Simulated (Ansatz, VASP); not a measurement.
# Si3SnO8: VASP beside Ansatz

```
CELL_PARAMETERS angstrom
3.01017 -3.10488 0.00000
3.01017 3.10488 0.00000
0.00000 0.00000 5.64717
ATOMIC_POSITIONS crystal
Si 0.50000 0.50000 0.23872
Si 0.00000 0.00000 0.00000
Si 0.50000 0.50000 0.76128
O 0.20426 0.20426 0.22273
O 0.79574 0.79574 0.22273
O 0.69424 0.30576 0.00000
O 0.30576 0.69424 0.00000
O 0.20426 0.20426 0.77727
O 0.79574 0.79574 0.77727
O 0.67505 0.32495 0.50000
O 0.32495 0.67505 0.50000
Sn 0.00000 0.00000 0.50000
```

Alike in both runs: task single point; functional PBE; k mesh 6 × 6 × 4; occupations fermi-dirac, width 0.02 eV; no spin polarisation.

```csv
,VASP,Ansatz
version,VASP 6.6.1,Ansatz 0.2.0
potentials or method,"VASP PAW PBE potentials, release 64 (Si, O, Sn_d)","plane waves, PAW"
plane-wave cutoff (eV),520,420
valence electrons in the cell,74,74
```

```csv
,VASP,Ansatz,Ansatz less VASP
gap on the k mesh at the Fermi level (eV),3.54,3.55,+0.011
pressure (GPa),9.4,9.1,-0.39
rms of the force components (eV/Å),0.073,0.054,-0.0186
```
